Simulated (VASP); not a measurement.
A run of VASP 6.6.1 is set up as follows.

INCAR

```
SYSTEM = SrOs
ALGO     = Normal         ! electronic algorithm
EDIFF    = 1E-6           ! SCF threshold, eV
ENCUT    = 520            ! plane-wave cutoff, eV
GGA      = PE             ! functional
ISIF     = 2              ! what is computed and relaxed
ISMEAR   = 0              ! smearing method
LASPH    = .True.         ! aspherical terms in the spheres
LCHARG   = .False.        ! write CHGCAR
LREAL    = .False.        ! projectors in reciprocal space
LWAVE    = .False.        ! write WAVECAR
NBANDS   = 26             ! bands
NELM     = 100            ! most SCF steps
PREC     = Accurate       ! precision mode
SIGMA    = 0.1            ! smearing width, eV
```

File KPOINTS:

```
k-points
0
Gamma
  18 18 6
  0 0 0
```

File POSCAR:

```
SrOs
1.0
    3.1596535751      0.0000000000      0.0000000000
   -1.5798267875      2.7363402632      0.0000000000
    0.0000000000      0.0000000000      9.9212758947
Sr Os
2 2
Direct
    0.0000000000      0.0000000000      0.0000000000
    0.0000000000      0.0000000000      0.5000000000
    0.6666666667      0.3333333333      0.7500000000
    0.3333333333      0.6666666667      0.2500000000
```

Potentials or basis: VASP PAW PBE potentials, release 64 (Sr_sv, Os).

The run is started by

```bash
$ cat potpaw_PBE.64/Sr_sv/POTCAR potpaw_PBE.64/Os/POTCAR > POTCAR
$ mpirun -np 1 vasp_std > vasp.out
```

**Question.** What does it give for the pressure?

**Answer.** 0.4 GPa.

**Question.** Predict the band gap on the k mesh.

**Answer.** Zero (bands 18 and 19 overlap by 0.52 eV).

Stress tensor (GPa, compression positive):
```
0.44 0.00 0.00
0.00 0.44 0.00
0.00 0.00 0.26
```

Caveat: spin-orbit coupling is left out, which moves the levels of the heavy elements.
